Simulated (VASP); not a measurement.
Wanted: the native input for a VASP 6.6.1 run.

- Task: single point
- Functional: PBE
- Potentials or basis: VASP PAW PBE potentials, release 64 (Hf_pv, N)
- Cutoff: 520 eV
- k mesh: 13 × 13 × 13
- Occupations: fermi-dirac, width 0.15 eV
- Spin: no spin polarisation
- Dipole correction: no
- Further INCAR settings: ALGO = Normal; EDIFF = 1e-06; NBANDS = 14

The structure of HfN lies in POSCAR:

```
HfN
1.0
    0.0000000000      2.2560000000      2.2560000000
    2.2560000000      0.0000000000      2.2560000000
    2.2560000000      2.2560000000      0.0000000000
Hf N
1 1
Direct
    0.0000000000      0.0000000000      0.0000000000
    0.5000000000      0.5000000000      0.5000000000
```

The input as run:

INCAR

```
PREC = Accurate ; ENCUT = 520
EDIFF = 1E-6 ; ISMEAR = -1
SIGMA = 0.15 ; LREAL = False
LASPH = True ; NELM = 100
ALGO = Normal ; ISIF = 2
LWAVE = False ; LCHARG = True
GGA = PE ; LELF = True
LVHAR = True ; NBANDS = 14
```

KPOINTS

```
Automatic mesh
0
Gamma
  13 13 13
```

Potentials or basis: VASP PAW PBE potentials, release 64 (Hf_pv, N).

Run with:

```sh
$ cat potpaw_PBE.64/Hf_pv/POTCAR potpaw_PBE.64/N/POTCAR > POTCAR
$ mpirun -np 1 vasp_std > vasp.out
```

It gave:

```json
{
 "Pressure": "4.3 GPa"
}
```

Run time: 16 s on 1 thread of AMD EPYC 9R45 96-Core Processor (Zen 5) (shared host), peak memory 0.13 GiB.
